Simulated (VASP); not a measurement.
# SiO2 (P4_2/mnm) in VASP: notebook

SiO2 is run at these levels: LDA; tasks: single point.

Everything below comes from runs of VASP 6.6.1. Logs are shortened: lines on timing, memory, paths and dates and some standing lists are left out, and cuts for length are marked.

## 1. The cell of the first run

It takes space group P4_2/mnm (No. 136, tetragonal). Conventional cell: a = 4.117 Å, b = 4.117 Å, c = 2.364 Å, α = 90.00°, β = 90.00°, γ = 90.00°. Si (site symmetry mmm) has 6 O at 1.64 to 1.78 Å within 2.2 Å. O (site symmetry m2m) has 3 Si at 1.64 to 1.78 Å within 2.2 Å.

## 2. Single point, LDA (volume 6.678 Å^3 an atom, c/a of the conventional cell 0.5742)

Contents of INCAR:

```
SYSTEM = SiO2
PREC     = Accurate       ! precision mode
ENCUT    = 520            ! plane-wave cutoff, eV
EDIFF    = 1E-7           ! SCF threshold, eV
ISMEAR   = 0              ! smearing method
SIGMA    = 0.05           ! smearing width, eV
LREAL    = .False.        ! projectors in reciprocal space
LASPH    = .True.         ! aspherical terms in the spheres
NELM     = 100            ! most SCF steps
ALGO     = Normal         ! electronic algorithm
ISIF     = 2              ! what is computed and relaxed
LWAVE    = .False.        ! write WAVECAR
LCHARG   = .True.         ! write CHGCAR
GGA      = CA             ! functional
LELF     = .True.         ! ELF
LVHAR    = .True.       
NBANDS   = 25             ! bands
```

Contents of KPOINTS:

```
regular mesh
0
Gamma
  6 6 10
  0 0 0
```

Contents of POSCAR:

```
SiO2
1.0
    4.1169743288      0.0000000000      0.0000000000
    0.0000000000      4.1169743288      0.0000000000
    0.0000000000      0.0000000000      2.3639666596
Si O
2 4
Direct
    0.5000000000      0.5000000000      0.5000000000
    0.0000000000      0.0000000000      0.0000000000
    0.6944252994      0.6944252994      0.0000000000
    0.1944252994      0.8055747006      0.5000000000
    0.3055747006      0.3055747006      0.0000000000
    0.8055747006      0.1944252994      0.5000000000
```

Potentials or basis: VASP PAW LDA potentials, release 64 (Si, O).

On the command line:

```
> cat potpaw_LDA.64/Si/POTCAR potpaw_LDA.64/O/POTCAR > POTCAR
> mpirun -np 1 vasp_std > vasp.out
```

OUTCAR:

```text
SYSTEM = SiO2
   PREC = Accurate
   ENCUT = 520
   EDIFF = 1E-7
   ISMEAR = 0
   LREAL = .False.
   LASPH = .True.
   NELM = 100
   ISIF = 2
   GGA = CA

 ion  position               nearest neighbor table
   1  0.500  0.500  0.500-   3 1.64   5 1.64   3 1.64   5 1.64   4 1.78   6 1.78   2 3.14   2 3.14
                             2 3.14   2 3.14   2 3.14   2 3.14   2 3.14   2 3.14
   2  0.000  0.000  0.000-   4 1.64   6 1.64   4 1.64   6 1.64   5 1.78   3 1.78   1 3.14   1 3.14
                             1 3.14   1 3.14   1 3.14   1 3.14   1 3.14   1 3.14
   3  0.694  0.694  0.000-   1 1.64   1 1.64   2 1.78
   4  0.194  0.806  0.500-   2 1.64   2 1.64   1 1.78
   5  0.306  0.306  0.000-   1 1.64   1 1.64   2 1.78
   6  0.806  0.194  0.500-   2 1.64   2 1.64   1 1.78

  LATTYP: Found a simple tetragonal cell.
 ALAT       =     4.1169743288
 C/A-ratio  =     0.5742000000

  Lattice vectors:

 A1 = (   4.1169743288,   0.0000000000,   0.0000000000)
 A2 = (   0.0000000000,   4.1169743288,   0.0000000000)
 A3 = (   0.0000000000,   0.0000000000,   2.3639666596)

Analysis of symmetry for initial positions (statically):
=====================================================================
 Subroutine PRICEL returns:
 Original cell was already a primitive cell.

 Routine SETGRP: Setting up the symmetry group for a
 simple tetragonal supercell.

 Subroutine GETGRP returns: Found 16 space group operations
 (whereof  8 operations were pure point group operations)
 out of a pool of 16 trial point group operations.

The static configuration has the point symmetry D_2h.
 The point group associated with its full space group is D_4h.

Analysis of symmetry for dynamics (positions and initial velocities):
=====================================================================
 Subroutine PRICEL returns:
 Original cell was already a primitive cell.

 Routine SETGRP: Setting up the symmetry group for a
 simple tetragonal supercell.

 Subroutine GETGRP returns: Found 16 space group operations
 (whereof  8 operations were pure point group operations)
 out of a pool of 16 trial point group operations.

The dynamic configuration has the point symmetry D_2h.
 The point group associated with its full space group is D_4h.

 Subroutine INISYM returns: Found 16 space group operations
 (whereof  8 operations are pure point group operations),
 and found     1 'primitive' translations

----------------------------------------------------------------------------------------

                                     Primitive cell

  volume of cell :      40.0680
[... 97 lines left out ...]
   EDIFF  = 0.1E-06   stopping-criterion for ELM
   LREAL  =      F    real-space projection
   EDIFFG = 0.1E-05   stopping-criterion for IOM
   NSW    =      0    number of steps for IOM
   IBRION =     -1    ionic relax: 0-MD 1-quasi-New 2-CG
   NFREE  =      0    steps in history (QN), initial steepest desc. (CG)
   ISIF   =      2    stress and relaxation
   ISYM   =      2    0-nonsym 1-usesym 2-fastsym
   POTIM  = 0.5000    time-step for ionic-motion
   TEBEG  =    0.0;   TEEND  =   0.0 temperature during run
   PSTRESS=    0.0 pullay stress
   NELECT =      32.0000    total number of electrons
   NUPDOWN=      -1.0000    fix difference up-down
   EMIN   =  10.00;   EMAX   =-10.00  energy-range for DOS
   EFERMI =   0.00;   METHOD = LEGACY
   ISMEAR =     0;   SIGMA  =   0.05  broadening in eV -4-tet -1-fermi 0-gaus
   EFERMI_NEDOS =   21; number of points for ismear=-14 and -15
   IALGO  =     38    algorithm
   IMIX   =      4    mixing-type and parameters
     AMIX     =   0.40;   BMIX     =  1.00
     AMIX_MAG =   1.60;   BMIX_MAG =  1.00
  volume/ion in A,a.u.               =       6.68        45.07
  Fermi-wavevector in a.u.,A,eV,Ry     =   1.518887  2.870281 31.388901  2.307019
  Thomas-Fermi vector in A             =   2.627948
   LORBIT       =      0    0 simple, 1 ext, 2 COOP (PROOUT), +10 PAW based schemes
   GGA     = CA    functional components
   LHFCALC =     F    Hartree Fock is set to
   AEXX    =    0.0000 exact exchange contribution
   IVDW    =     0    specifies the selected vdW correction
   LEPSILON=     F    determine dielectric tensor
   LRPA    =     F    only Hartree local field effects (RPA)
 non-spin polarized calculation
 Gauss-broadening in eV      SIGMA  =   0.05
  energy-cutoff  :      520.00
  volume of cell :       40.07
 maximum number of plane-waves:      1104
 NGX is ok and might be reduce to    32
   NGX = 15   NGY = 15   NGZ =  9

 number of electron      31.9999982 magnetization

 Free energy of the ion-electron system (eV)
  ---------------------------------------------------
  ext. energy  EPLUGINS =         0.00000000
  ---------------------------------------------------
  free energy    TOTEN  =       -49.94435413 eV

  energy without entropy =      -49.94435413  energy(sigma->0) =      -49.94435413

 E-fermi :  10.3552     XC(G=0): -13.4807

 val. band max:       10.0339861908   @ k =   0.0000   0.0000   0.0000
 cond. band min:      18.5272717922   @ k =   0.0000   0.0000   0.0000
 fundamental gap:      8.4932856014
 Fermi energy:        10.3552134879

 k-point     1 :       0.0000    0.0000    0.0000
  band No.  band energies     occupation
      1     -14.0268      2.00000
      2      -9.7753      2.00000
      3      -9.7753      2.00000
      4      -9.7307      2.00000
      5      -1.7032      2.00000
      6       2.1536      2.00000
[... 661 lines left out ...]
     24      24.6102      0.00000
     25      25.8260      0.00000

 [... further k-points ...]
[... 5 lines left out ...]
  --------------------------------------------------------------------------------------
  -------------------------------------------------------------------------------------
  Total       10.3512828     10.3512828     34.2267333      0.0000000      0.0000000      0.0000000
  in kB      413.9111159    413.9111159   1368.6057756      0.0000000      0.0000000      0.0000000
  external PRESSURE =     732.1426691 kB  Pullay stress =       0.0000000 kB

 VOLUME and BASIS-vectors are now :
 -----------------------------------------------------------------------------
  energy-cutoff  :      520.00
  volume of cell :       40.07
      direct lattice vectors                 reciprocal lattice vectors
     4.116974329  0.000000000  0.000000000     0.242896827  0.000000000  0.000000000
     0.000000000  4.116974329  0.000000000     0.000000000  0.242896827  0.000000000
     0.000000000  0.000000000  2.363966660     0.000000000  0.000000000  0.423017810

 POSITION                                       TOTAL-FORCE (eV/Angst)
 -----------------------------------------------------------------------------------
      2.05849      2.05849      1.18198         0.000000      0.000000      0.000000
      0.00000      0.00000      0.00000         0.000000      0.000000      0.000000
      2.85893      2.85893      0.00000         0.833212      0.833212      0.000000
      0.80044      3.31653      1.18198         0.833212     -0.833212      0.000000
      1.25804      1.25804      0.00000        -0.833212     -0.833212     -0.000000
      3.31653      0.80044      1.18198        -0.833212      0.833212      0.000000
 -----------------------------------------------------------------------------------
    total drift:                                0.000000      0.000000     -0.000000

  FREE ENERGIE OF THE ION-ELECTRON SYSTEM (eV)
  ---------------------------------------------------
  free  energy   TOTEN  =       -49.9443541327 eV

  energy  without entropy=      -49.9443541327  energy(sigma->0) =      -49.94435413
```

Run time: 32 s. Hardware: 1 thread of Intel Xeon Platinum 8375C at 2.90GHz (Ice Lake), shared host; peak memory 0.16 GiB.

Results:

```
Free energy            : -49.9444 eV
Pressure               : 73.2 GPa
Largest force          : 1.178 eV/Å
Band gap on the k mesh : 8.49 eV, direct
```

Forces in eV/Å, atoms in the order of the input:
```
Si   0.000  0.000  0.000
Si   0.000  0.000  0.000
O    0.833  0.833  0.000
O    0.833 -0.833  0.000
O   -0.833 -0.833  0.000
O   -0.833  0.833  0.000
```

Caveat: forces of over 1 eV/Å act on the atoms, so gaps and moduli don't describe the material at rest.

## 3. Single point, LDA (volume 6.678 Å^3 an atom, c/a of the conventional cell 0.6642)

Contents of INCAR:

```
  PREC = Accurate
  ENCUT = 520
  EDIFF = 1E-6
  ISMEAR = 0
  SIGMA = 0.05
  LREAL = False
  LASPH = True
  NELM = 80
  ALGO = Normal
  ISIF = 2
  LWAVE = False
  LCHARG = False
  NBANDS = 25
```

Contents of KPOINTS:

```
regular mesh
0
Gamma
  6 6 10
```

POSCAR: that of step 2 with these lines changed.

```diff
@@ -2,5 +2,5 @@
 1.0
-    4.1169743288      0.0000000000      0.0000000000
-    0.0000000000      4.1169743288      0.0000000000
-    0.0000000000      0.0000000000      2.3639666596
+    3.9219278326      0.0000000000      0.0000000000
+    0.0000000000      3.9219278326      0.0000000000
+    0.0000000000      0.0000000000      2.6049444664
 Si O
```

Potentials or basis: VASP PAW LDA potentials, release 64 (Si, O).

On the command line:

```
> cat potpaw_LDA.64/Si/POTCAR potpaw_LDA.64/O/POTCAR > POTCAR
> mpirun -np 1 vasp_std > vasp.out
```

Wall time 35 s (1 thread of Intel Xeon Platinum 8375C at 2.90GHz (Ice Lake), shared host); peak memory 0.16 GiB.

The run converged. Its results:

| Item | Value |
| --- | --- |
| Free energy | -50.9087 eV |
| Pressure | 61.0 GPa |
| Largest force | 1.020 eV/Å |
| Band gap on the k mesh | 6.29 eV, direct |

Forces in eV/Å, atoms in the order of the input:
```
Si   0.000  0.000  0.000
Si   0.000  0.000  0.000
O    0.722  0.722  0.000
O    0.722 -0.722  0.000
O   -0.722 -0.722  0.000
O   -0.722  0.722  0.000
```

Stress tensor (GPa, compression positive):
```
64.64  0.00  0.00
 0.00 64.64  0.00
 0.00  0.00 53.85
```

Levels at points of the mesh, in eV from the valence-band top:
```
           k point  band 14  band 15  band 16  band 17  band 18  band 19
(0.00, 0.00, 0.00)    -0.92    -0.92     0.00     6.29     8.29     8.98
(0.50, 0.00, 0.00)    -3.21    -1.20    -1.20     8.68     8.68     9.89
(0.50, 0.50, 0.00)    -3.18    -2.69    -2.69     8.56     8.56    10.88
(0.00, 0.00, 0.50)    -4.09    -3.25    -3.25    11.01    11.01    13.77
(0.50, 0.00, 0.50)    -2.57    -2.15    -2.15    10.09    10.09    11.87
(0.50, 0.50, 0.50)    -1.92    -1.88    -1.88     9.20     9.20    11.94
```

Caveat: forces of over 1 eV/Å act on the atoms, so gaps and moduli don't describe the material at rest. A k mesh can miss the band edges.

(Continued in part 2 of 2.)
